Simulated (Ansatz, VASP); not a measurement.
# BN in VASP and in Ansatz

The input INCAR:

```
SYSTEM = BN
ALGO = Normal
EDIFF = 1E-7
EDIFFG = -0.01
ENCUT = 600
GGA = CA
IBRION = 2
ISIF = 3
ISMEAR = -1
LASPH = .True.
LCHARG = .False.
LREAL = .False.
LWAVE = .False.
NELM = 60
NSW = 60
PREC = Accurate
SIGMA = 0.05
```

File KPOINTS:

```
k-points
0
Gamma
  12 12 4
  0 0 0
```

The input POSCAR:

```
BN
1.0
    2.4982400000      0.0000000000      0.0000000000
   -1.2491200000      2.1635393048      0.0000000000
    0.0000000000      0.0000000000      6.6357000000
N B
2 2
Direct
    0.6666666667      0.3333333333      0.2500000000
    0.3333333333      0.6666666667      0.7500000000
    0.6666666667      0.3333333333      0.7500000000
    0.3333333333      0.6666666667      0.2500000000
```

Contents of input.yaml:

```yaml
crystal:
  lattice:
    - [2.49824, 0.0, 0.0]
    - [-1.24912, 2.1635393048, 0.0]
    - [0.0, 0.0, 6.6357]
  atoms:
    - { symbol: "N", position: [0.6666666667, 0.3333333333, 0.25] }
    - { symbol: "N", position: [0.3333333333, 0.6666666667, 0.75] }
    - { symbol: B, position: [0.6666666667, 0.3333333333, 0.75] }
    - { symbol: B, position: [0.3333333333, 0.6666666667, 0.25] }
hamiltonian:
  xc: lda
  pseudopotentials: { kind: paw }
kpoints:
  mp_grid: { grid: [12, 12, 4] }
scf:
  occupations: { method: fermi_dirac, width: 0.05 }
output:
  forces: true
  stress: true
relax:
  f_tol: 0.01
  max_steps: 40
  cell: { stress_tol: 0.05 }
```

Alike in both runs: task relaxation of cell and atoms; functional LDA; k mesh 12 × 12 × 4; occupations fermi-dirac, width 0.05 eV; no spin polarisation.

|  | VASP | Ansatz |
| --- | --- | --- |
| version | VASP 6.6.1 | Ansatz 0.2.0 |
| potentials or method | VASP PAW LDA potentials, release 64 (N, B) | Ansatz PAW |
| plane-wave cutoff (eV) | 600 | 420 |
| valence electrons in the cell | 16 | 16 |

|  | VASP | Ansatz | Ansatz less VASP |
| --- | --- | --- | --- |
| relaxed volume (Å³/atom) | 8.64 | 8.71 | +0.073 |
| relaxed cell length with the largest relative difference (Å) | 6.436 | 6.495 | +0.0595 |

LDA's correlation is that of Perdew and Zunger in VASP and of Perdew and Wang (1992) in Ansatz.

Noted on Ansatz's run: the plane-wave basis is chosen anew once the cell has moved, so the energies of steps on either side of that aren't comparable.
